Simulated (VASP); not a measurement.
# SnSe2 (base): single point with PBE+D3(BJ)

The system is SnSe2 (base).

```
CELL_PARAMETERS angstrom
3.83987 0.00000 0.00000
-1.91993 3.32542 0.00000
0.00000 0.00000 6.01020
ATOMIC_POSITIONS crystal
Sn 0.00000 0.00000 0.00000
Se 0.33333 0.66667 0.26512
Se 0.66667 0.33333 0.73488
```

| Property | Result |
| --- | --- |
| Program | VASP 6.6.1 |
| Task | single point |
| Functional | PBE |
| Dispersion | D3(BJ) |
| Potentials or basis | VASP PAW PBE potentials, release 64 (Sn_d, Se) |
| Cutoff | 520 eV |
| k mesh | 9 × 9 × 6 |
| Occupations | gaussian, width 0.02 eV |
| Spin | no spin polarisation |

The pressure is 0.1 GPa, the largest force is 0.014 eV/Å and the band gap on the k mesh is 0.38 eV, indirect (least direct gap 0.81 eV). The dispersion energy per atom is -0.364 eV.

Forces on the atoms (eV/Å):
```
Sn   0.000  0.000  0.000
Se   0.000  0.000  0.014
Se   0.000  0.000 -0.014
```

Levels at points of the mesh, in eV from the valence-band top:
| k point | band 10 | band 11 | band 12 | band 13 | band 14 | band 15 | band 16 | band 17 |
| --- | --- | --- | --- | --- | --- | --- | --- | --- |
| (0.00, 0.00, 0.00) | -0.70 | -0.54 | -0.54 | -0.10 | 0.72 | 2.93 | 4.50 | 4.50 |
| (0.00, 0.00, 0.50) | -0.87 | -0.87 | -0.28 | -0.28 | 2.41 | 2.79 | 4.12 | 4.12 |

It took 2.9 min on 1 thread of Intel(R) Xeon(R) Platinum 8259CL CPU @ 2.50GHz (Skylake/Cascade Lake), on a shared host, peak memory 0.26 GiB.

Caveat: spin-orbit coupling is left out, which moves the levels of the heavy elements. A k mesh can miss the band edges.
